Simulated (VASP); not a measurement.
A run of VASP 6.6.1 is set up as follows.

File INCAR:

```
PREC = Accurate
ENCUT = 520
EDIFF = 1E-6
ISMEAR = 0
SIGMA = 0.15
LREAL = F
LASPH = T
NELM = 80
ALGO = Fast
ISIF = 2
LWAVE = F
LCHARG = T
GGA = PS
LELF = T
LVHAR = T
NBANDS = 13
```

The input KPOINTS:

```
regular mesh
0
Gamma
  26 26 26
```

Contents of POSCAR:

```
Mo
1.0
   -1.5646534271      1.5020672900      1.5646534271
    1.5646534271     -1.5020672900      1.5646534271
    1.5646534271      1.5020672900     -1.5646534271
Mo
1
Direct
    0.0000000000      0.0000000000      0.0000000000
```

Potentials or basis: VASP PAW PBE potentials, release 64 (Mo_sv).

Launch:

```sh
$ cat potpaw_PBE.64/Mo_sv/POTCAR > POTCAR
$ mpirun -np 1 vasp_std > vasp.out
```

Problem. Estimate the band gap on the k mesh.

Solution. Zero (band 7 reaches 17.79 eV, above the bottom of band 8 at 12.06 eV).

Problem. What does it give for the pressure?

Solution. 13.5 GPa.

Stress tensor (GPa, compression positive):
```
 8.51  0.00  0.00
 0.00 23.34  0.00
 0.00  0.00  8.51
```

Caveat: the cell differs from its parent crystal (strain -0.0400 x Voigt [0, 1, 0, 0, 0, 0]); the PAW data sets were made with another functional, which shifts forces and pressure a little.
